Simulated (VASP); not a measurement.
Wanted: the native input for a VASP 6.6.1 run.

* Task: single point
* Functional: PBEsol
* Potentials or basis: VASP PAW PBE potentials, release 64 (Br, Se, Li_sv)
* Cutoff: 520 eV
* k mesh: 4 × 4 × 4
* Occupations: gaussian, width 0.05 eV
* Spin: no spin polarisation
* Dipole correction: no
* Further INCAR settings: ALGO = Normal; EDIFF = 1e-07; NBANDS = 19

The structure of Li3SeBr lies in POSCAR:

```
Li3SeBr
1.0
    5.4800000000      0.0000000000      0.0000000000
    0.0000000000      5.4800000000      0.0000000000
    0.0000000000      0.0000000000      5.4800000000
Br Se Li
1 1 3
Direct
    0.0000000000      0.0000000000      0.0000000000
    0.5000000000      0.5000000000      0.5000000000
    0.5000000000      0.5000000000      0.0000000000
    0.5000000000      0.0000000000      0.5000000000
    0.0000000000      0.5000000000      0.5000000000
```

One way to write it, as run:

INCAR

```
PREC = Accurate
ENCUT = 520
EDIFF = 1E-7
ISMEAR = 0
SIGMA = 0.05
LREAL = F
LASPH = T
NELM = 100
ALGO = Normal
ISIF = 2
LWAVE = F
LCHARG = F
GGA = PS
NBANDS = 19
```

KPOINTS

```
Automatic mesh
0
Gamma
  4 4 4
```

Potentials or basis: VASP PAW PBE potentials, release 64 (Br, Se, Li_sv).

Run with:

```sh
$ cat potpaw_PBE.64/Br/POTCAR potpaw_PBE.64/Se/POTCAR potpaw_PBE.64/Li_sv/POTCAR > POTCAR
$ mpirun -np 1 vasp_std > vasp.out
```

It gave:

```yaml
Band_gap_on_the_k_mesh: 2.50 eV (least direct gap 2.63 eV)
```

Run time: 31 s on 1 thread of Intel(R) Xeon(R) Platinum 8488C (Sapphire Rapids) (shared host), peak memory 0.26 GiB.
